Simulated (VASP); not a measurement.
Runs of VASP 6.6.1 on Na. The structure is that of space group Pm-3m (No. 221), or close to it. The cells are those of the table. 

```tsv
task	cell	k mesh	cutoff (eV)	gap on the mesh (eV)	pressure (GPa)
single point	a = 3.463 Å, 1 atom	10 × 10 × 10	520	none	0.0
single point	a = 3.509 Å, 1 atom	10 × 10 × 10	520	none	(a)
single point	a = 3.553 Å, 1 atom	10 × 10 × 10	520	none	-0.3
single point	a = 3.463 Å, 1 atom	9 × 9 × 9	520	none	0.0
relaxation of cell and atoms	relaxed from a = 3.441 Å, 1 atom	9 × 9 × 9	600	none	0.0
```

Alike in all rows: level BLYP; potentials or basis VASP PAW PBE potentials, release 64 (Na_pv); no spin polarisation; smearing fermi-dirac 0.1 eV.

Task: Fill in the values left out.

Result: (a) -0.2.

Caveats: the PAW data sets were made with another functional, which shifts forces and pressure a little.

A gap of «none» marks levels without a gap at the run's occupations.
